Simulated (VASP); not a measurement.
Here is a VASP 6.6.1 calculation.

The input POSCAR:

```
Al
1.0
    2.8124553515      0.0000000000      0.0000000000
   -1.4062276757      2.4356577814      0.0000000000
    0.0000000000      0.0000000000      4.8668500000
Al
2
Direct
    0.3333333333      0.6666666667      0.2500000000
    0.6666666667      0.3333333333      0.7500000000
```

The input INCAR.step1:

```
SYSTEM = Al
PREC     = Accurate       ! precision mode
ENCUT    = 600            ! plane-wave cutoff, eV
EDIFF    = 1E-5           ! SCF threshold, eV
ISMEAR   = -1             ! smearing method
SIGMA    = 0.05           ! smearing width, eV
LREAL    = .False.        ! projectors in reciprocal space
LASPH    = .True.         ! aspherical terms in the spheres
NELM     = 80             ! most SCF steps
ALGO     = Normal         ! electronic algorithm
LWAVE    = .True.         ! write WAVECAR
LCHARG   = .False.        ! write CHGCAR
GGA      = PE             ! functional
NBANDS   = 10             ! bands
```

Contents of INCAR.step2:

```
SYSTEM = Al
PREC     = Accurate       ! precision mode
ENCUT    = 600            ! plane-wave cutoff, eV
EDIFF    = 1E-6           ! SCF threshold, eV
ISMEAR   = -1             ! smearing method
SIGMA    = 0.05           ! smearing width, eV
LREAL    = .False.        ! projectors in reciprocal space
LASPH    = .True.         ! aspherical terms in the spheres
NELM     = 80             ! most SCF steps
ALGO     = Normal         ! electronic algorithm
ISIF     = 3              ! what is computed and relaxed
LWAVE    = .False.        ! write WAVECAR
LCHARG   = .False.        ! write CHGCAR
GGA      = PE             ! functional
LHFCALC  = .True.         ! exact exchange
AEXX     = 0.25           ! exact-exchange fraction
PRECFOCK = Normal       
IBRION   = 2              ! ionic algorithm
NSW      = 60             ! ionic steps
EDIFFG   = -0.01          ! ionic threshold
ISTART   = 1
```

File KPOINTS:

```
Automatic mesh
0
Gamma
  6 6 3
  0 0 0
```

Potentials or basis: VASP PAW PBE potentials, release 64 (Al).

Command:

```sh
$ cat potpaw_PBE.64/Al/POTCAR > POTCAR
$ cp INCAR.step1 INCAR
$ mpirun -np 1 vasp_std > vasp.out
$ cp INCAR.step2 INCAR
$ mpirun -np 1 vasp_std > vasp.out
```

Question: What does it give for the relaxed cell?

Answer: a = 2.863 Å, b = 2.863 Å, c = 4.697 Å, α = 90.00°, β = 90.00°, γ = 120.00°.

Question: Predict the space group after relaxing (to 0.1 Å).

Answer: P6_3/mmc (No. 194).

Step by step:
| step | energy change (eV) | largest force (eV/Å) | pressure (GPa) | volume (Å³) |
| --- | --- | --- | --- | --- |
| 1 | 0.0000 | 0.0000 | 0.94 | 33.34 |
| 2 | -0.0354 | 0.0000 | -0.90 | 33.79 |
| 3 | -0.0355 | 0.0000 | -1.05 | 33.83 |
| 4 | -0.0355 | 0.0000 | -0.99 | 33.81 |
| 5 | -0.0370 | 0.0000 | 0.04 | 33.32 |
| 6 | -0.0370 | 0.0000 | -0.06 | 33.37 |
| 7 | -0.0370 | 0.0000 | -0.08 | 33.38 |
| 8 | -0.0370 | 0.0000 | 0.02 | 33.35 |

Caveat: the k points lie up to 0.45 Å⁻¹ apart in the final cell, too coarse for converged energies and pressures of a metal; the PAW data sets were made with another functional, which shifts forces and pressure a little.
